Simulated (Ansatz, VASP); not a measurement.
One calculation of SiW2, two programs

```
Si W
1.0
     0.00000    0.00000   -2.64495
     2.27639   -3.94282    0.00000
    -6.82917   -3.94282    0.00000
Si W
2 4
Direct
  0.00000 0.00000 0.00000
  0.00000 0.50000 0.50000
  0.50000 0.50000 0.83333
  0.50000 0.00000 0.33333
  0.50000 0.00000 0.66667
  0.50000 0.50000 0.16667
```

Alike in both runs: task single point; functional PBE; k mesh 8 × 6 × 4; occupations gaussian, width 0.2 eV; no spin polarisation.

|  | VASP | Ansatz |
| --- | --- | --- |
| version | VASP 6.6.1 | Ansatz 0.2.0 |
| potentials or method | VASP PAW PBE potentials, release 64 (Si, W_sv), cutoff 520 eV | scalar-relativistic, plane waves, PAW |
| valence electrons in the cell | 64 | 64 |

Ansatz gave:

| Property | Result |
| --- | --- |
| gap on the k mesh at the Fermi level (eV) | none |
| pressure (GPa) | 0.5 |
| traceless stress, the component that is largest in VASP (GPa) | 1.49 |
| rms of the force components (eV/Å) | 0.045 |

What did VASP give for the same quantities?

gap on the k mesh at the Fermi level (eV): none; pressure (GPa): 1.0; traceless stress, the component that is largest in VASP (GPa): 1.52; rms of the force components (eV/Å): 0.045.

Atom by atom the forces differ by 0.000 eV/Å (rms over components). A gap of «none» marks a metal or a gap that the smearing closes. The functional is the same, so the differences come from potentials, cutoffs and numerics.

Neither program's run includes spin-orbit coupling.
